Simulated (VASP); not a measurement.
Input of a VASP 6.6.1 run:

File INCAR:

```
ALGO = Fast ; EDIFF = 1E-7
ENCUT = 520 ; GGA = PE
ISIF = 2 ; ISMEAR = 1
LASPH = T ; LCHARG = F
LREAL = F ; LWAVE = F
NBANDS = 16 ; NELM = 80
PREC = Accurate ; SIGMA = 0.0089
```

Contents of KPOINTS:

```
k-points
0
Gamma
  4 4 4
```

Contents of POSCAR:

```
Cs
1.0
   -2.5538463026      2.5538463026      9.5960667852
    2.5538463026     -2.5538463026      9.5960667852
    2.5538463026      2.5538463026     -9.5960667852
Cs
2
Direct
    0.2500000000      0.7500000000      0.5000000000
    0.5000000000      0.5000000000      0.0000000000
```

Potentials or basis: VASP PAW PBE potentials, release 64 (Cs_sv).

Launch:

```bash
$ cat potpaw_PBE.64/Cs_sv/POTCAR > POTCAR
$ mpirun -np 1 vasp_std > vasp.out
```

(1) Estimate the band gap on the k mesh.

(2) Predict the pressure.

## Answers

(1) zero (band 9 reaches 0.83 eV, above the bottom of band 10 at -0.80 eV).

(2) 0.0 GPa.

Caveat: the k points lie up to 0.43 Å⁻¹ apart; spin-orbit coupling is left out, which moves the levels of the heavy elements.
